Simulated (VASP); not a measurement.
A run of VASP 6.6.1 is set up as follows.

Contents of INCAR:

```
PREC = Accurate
ENCUT = 600
EDIFF = 1E-6
ISMEAR = 0
SIGMA = 0.1
LREAL = False
LASPH = True
NELM = 80
ALGO = Normal
ISIF = 3
LWAVE = False
LCHARG = False
GGA = PE
IBRION = 2
NSW = 90
EDIFFG = -0.04
```

Contents of KPOINTS:

```
Automatic mesh
0
Gamma
  4 4 4
```

File POSCAR:

```
Ta3N4
1.0
    4.4071528900      0.0000000000      0.0000000000
    0.0000000000      4.4071528900      0.0000000000
    0.0000000000      0.0000000000      4.5614660600
Ta N
3 4
Direct
    0.0000000000      0.0000000000      0.0000000000
    0.0000000000      0.0000000000      0.5000000000
    0.5000000000      0.5000000000      0.0000000000
    0.2554910200      0.2554910200      0.2597206200
    0.7445089800      0.7445089800      0.2597206200
    0.7445089800      0.2554910200      0.7402793800
    0.2554910200      0.7445089800      0.7402793800
```

Potentials or basis: VASP PAW PBE potentials, release 64 (Ta_pv, N).

Launch:

```sh
$ cat potpaw_PBE.64/Ta_pv/POTCAR potpaw_PBE.64/N/POTCAR > POTCAR
$ mpirun -np 1 vasp_std > vasp.out
```

Problem. What does it give for the space group after relaxing (to 0.1 Å)?

Solution. P-42m (No. 111).

Problem. Predict the band gap on the k mesh.

Solution. Zero (an odd number of electrons rules out a gap without spin polarisation).

Problem. Predict the relaxed volume.

Solution. 14.54 Å³/atom.

Stress tensor (GPa, compression positive):
```
0.25 0.00 0.00
0.00 0.25 0.00
0.00 0.00 0.06
```

Caveat: a cell axis changed by over 15 % at a fixed basis, so the end point is rough; spin-orbit coupling is left out, which moves the levels of the heavy elements; an odd number of electrons without spin polarisation forces a metal; a magnetic or distorted state may lie lower.
